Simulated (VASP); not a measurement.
Rh:

```
CELL_PARAMETERS angstrom
0.00000 1.89785 1.89785
1.89785 0.00000 1.89785
1.89785 1.89785 0.00000
ATOMIC_POSITIONS crystal
Rh 0.00000 0.00000 0.00000
```

- Program: VASP 6.6.1
- Task: relaxation of cell and atoms
- Functional: PBEsol
- Potentials or basis: VASP PAW PBE potentials, release 64 (Rh_pv)
- Cutoff: 600 eV
- k mesh: 18 × 18 × 18
- Occupations: gaussian, width 0.1 eV
- Spin: no spin polarisation

At the start: pressure -3.8 GPa; volume 13.67 Å³/atom.

Problem. Where does the relaxation end?

Solution. Over 9 steps the energy falls by 2.1 meV/atom and the volume is 13.50 Å³/atom (-1.3 %); space group Fm-3m (No. 225, to 0.05 Å).

Step by step:
```csv
step,energy change (eV),largest force (eV/Å),pressure (GPa),volume (Å³)
1,0.0000,0.0000,-3.78,13.67
2,0.0128,0.0000,11.01,13.04
3,-0.0021,0.0000,0.07,13.50
4,-0.0021,0.0000,-0.17,13.50
5,-0.0021,0.0000,-0.08,13.50
6,-0.0021,0.0000,-0.06,13.50
7,-0.0021,0.0000,-0.08,13.50
8,-0.0021,0.0000,-0.08,13.50
9,-0.0021,0.0000,-0.03,13.50
```

Final structure:
```
Rh
1.0
     0.00000    1.88968    1.88968
     1.88968    0.00000    1.88968
     1.88968    1.88968    0.00000
Rh
1
Cartesian
  0.0000 0.0000 0.0000
```

Caveat: the PAW data sets were made with another functional, which shifts forces and pressure a little.
